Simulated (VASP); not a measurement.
A run of VASP 6.6.1 is set up as follows.

The input POSCAR:

```
BP
1.0
    0.0000000000      2.2683156689      2.2683156689
    2.2683156689      0.0000000000      2.2683156689
    2.2683156689      2.2683156689      0.0000000000
B P
1 1
Direct
    0.0000000000      0.0000000000      0.0000000000
    0.2500000000      0.2500000000      0.2500000000
```

The input INCAR.step1:

```
SYSTEM = BP
PREC = Accurate ; ENCUT = 520
EDIFF = 1E-5 ; ISMEAR = 0
SIGMA = 0.01 ; LREAL = .False.
LASPH = .True. ; NELM = 100
ALGO = Normal ; ISIF = 2
LWAVE = .True. ; NBANDS = 11
GGA = PE
```

INCAR.step2

```
SYSTEM = BP
PREC = Accurate ; ENCUT = 520
EDIFF = 1E-6 ; ISMEAR = 0
SIGMA = 0.01 ; LREAL = .False.
LASPH = .True. ; NELM = 100
ALGO = Normal ; ISIF = 2
LWAVE = .False. ; LCHARG = .True.
GGA = PE ; LHFCALC = .True.
HFSCREEN = 0.2079 ; PRECFOCK = Normal
LELF = .True. ; LVHAR = .True.
NBANDS = 11 ; ISTART = 1
```

File KPOINTS:

```
regular mesh
0
Gamma
  6 6 6
  0 0 0
```

Potentials or basis: VASP PAW PBE potentials, release 64 (B, P).

The run is started by

```console
$ cat potpaw_PBE.64/B/POTCAR potpaw_PBE.64/P/POTCAR > POTCAR
$ cp INCAR.step1 INCAR
$ mpirun -np 1 vasp_std > vasp.out
$ cp INCAR.step2 INCAR
$ mpirun -np 1 vasp_std > vasp.out
```

What does it give for the band gap on the k mesh?

2.06 eV (least direct gap 4.34 eV).

Estimate the pressure.

-1.9 GPa.

Caveat: the PAW data sets were made with another functional, which shifts forces and pressure a little. A k mesh can miss the band edges.
